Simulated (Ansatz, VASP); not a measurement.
**Two plane-wave programs on LaAl3N4**

INCAR

```
SYSTEM = LaAl3N4
ALGO = Normal
EDIFF = 1E-6
ENCUT = 600
GGA = PE
GGA_COMPAT = .FALSE.
ISIF = 2
ISMEAR = 0
LASPH = .TRUE.
LCHARG = .FALSE.
LMAXMIX = 6
LREAL = .FALSE.
LWAVE = .FALSE.
NBANDS = 30
NELM = 200
PREC = Accurate
SIGMA = 0.01
```

Contents of KPOINTS:

```
k-points
0
G
  8 8 8
  0 0 0
```

Contents of POSCAR:

```
LaAl3N4
1.0
   -2.3599780056      2.3599780056      4.1913541872
    2.3599780056     -2.3599780056      4.1913541872
    2.3599780056      2.3599780056     -4.1913541872
La N Al
1 4 3
Direct
    0.0000000000      0.0000000000      0.0000000000
    0.7191772039      0.7191772039      0.0000000000
    0.0000000000      0.5000000000      0.5000000000
    0.2808227961      0.2808227961      0.0000000000
    0.5000000000      0.0000000000      0.5000000000
    0.2500000000      0.7500000000      0.5000000000
    0.5000000000      0.5000000000      0.0000000000
    0.7500000000      0.2500000000      0.5000000000
```

Input for Ansatz:

```yaml
crystal:
  lattice:
    - [-2.3599780056, 2.3599780056, 4.1913541872]
    - [2.3599780056, -2.3599780056, 4.1913541872]
    - [2.3599780056, 2.3599780056, -4.1913541872]
  atoms:
    - { symbol: La, position: [0.0, 0.0, 0.0] }
    - { symbol: "N", position: [0.7191772039, 0.7191772039, 0.0] }
    - { symbol: Al, position: [0.25, 0.75, 0.5] }
    - { symbol: "N", position: [0.0, 0.5, 0.5] }
    - { symbol: Al, position: [0.5, 0.5, 0.0] }
    - { symbol: "N", position: [0.2808227961, 0.2808227961, 0.0] }
    - { symbol: Al, position: [0.75, 0.25, 0.5] }
    - { symbol: "N", position: [0.5, 0.0, 0.5] }
kpoints:
  mp_grid: { grid: [8, 8, 8] }
  band_path:
    path:
      - [0.0, 0.0, 0.0]
      - [0.0, 0.0, 0.5]
      - [0.25, 0.25, 0.25]
      - [0.0, 0.5, 0.0]
      - [0.5, 0.5, -0.5]
      - [0.3292587457, 0.6707412543, -0.3292587457]
      - [-0.3292587457, 0.3292587457, 0.3292587457]
      - [-0.1585174915, 0.1585174915, 0.5]
      - [0.5, 0.5, -0.1585174915]
    npoints: 1
hamiltonian:
  xc: pbe
scf:
  occupations: { method: fixed }
  n_extra_bands: 6
output:
  forces: true
  stress: true
  eigenvalues: true
```

Alike in both runs: task single point; functional PBE; k mesh 8 × 8 × 8; no spin polarisation.

|  | VASP | Ansatz |
| --- | --- | --- |
| version | VASP 6.6.1 | Ansatz 0.2.0 |
| potentials or method | VASP PAW PBE potentials, release 64 (La, N, Al) | plane waves, PAW |
| plane-wave cutoff (eV) | 600 | 420 |
| occupations | gaussian, width 0.01 eV | fixed |
| valence electrons in the cell | 40 | 40 |

```tsv
	VASP	Ansatz	Ansatz less VASP
gap on the k mesh at the Fermi level (eV)	0.20	0.19	-0.010
pressure (GPa)	2.7	3.0	+0.33
rms of the force components (eV/Å)	0.057	0.052	-0.0045
```

Spin-orbit coupling is off throughout.
